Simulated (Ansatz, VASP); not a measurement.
# Two plane-wave programs on F

INCAR

```
  PREC = Accurate
  ENCUT = 520
  EDIFF = 1E-6
  ISMEAR = -1
  SIGMA = 0.1
  LREAL = False
  LASPH = True
  NELM = 60
  ALGO = Normal
  ISIF = 2
  LWAVE = False
  LCHARG = False
  GGA = PS
  NBANDS = 14
```

The input KPOINTS:

```
regular mesh
0
Gamma
  18 18 10
```

File POSCAR:

```
F
1.0
    2.5131615857      0.0000000000      0.0000000000
   -1.2565807929      2.1764617770      0.0000000000
    0.0000000000      0.0000000000      2.8680561719
F
2
Direct
    0.3333333333      0.6666666667      0.2500000000
    0.6666666667      0.3333333333      0.7500000000
```

Input for Ansatz:

```yaml
crystal:
  lattice:
    - [2.5131615857, 0.0, 0.0]
    - [-1.2565807929, 2.176461777, 0.0]
    - [0.0, 0.0, 2.8680561719]
  atoms:
    - { symbol: F, position: [0.3333333333, 0.6666666667, 0.25] }
    - { symbol: F, position: [0.6666666667, 0.3333333333, 0.75] }
kpoints:
  mp_grid: { grid: [18, 18, 10] }
scf:
  occupations: { method: fermi_dirac, width: 0.1 }
hamiltonian:
  xc: pbesol
  pseudopotentials: { kind: paw }
output:
  forces: true
  stress: true
  eigenvalues: true
  populations: true
```

Change from the starting cell: volume scaled by 0.8, PAW files.

Alike in both runs: task single point; functional PBEsol; k mesh 18 × 18 × 10; occupations fermi-dirac, width 0.1 eV; no spin polarisation.

|  | VASP | Ansatz |
| --- | --- | --- |
| version | VASP 6.6.1 | Ansatz 0.2.0 |
| potentials or method | VASP PAW PBE potentials, release 64 (F) | PAW with Ansatz's default frozen-core files, scalar-relativistic |
| plane-wave cutoff (eV) | 520 | 420 |
| valence electrons in the cell | 14 | 14 |

VASP gave:

```
pressure (GPa)                                                : 22.7
traceless stress, the component that is largest in VASP (GPa) : 0.07
```

Estimate Ansatz's values.

pressure (GPa): 23.7; traceless stress, the component that is largest in VASP (GPa): 0.04.

VASP's potentials were made for PBE, not for PBEsol. With one functional, cell and mesh, what is left measures potentials, basis and numerics.
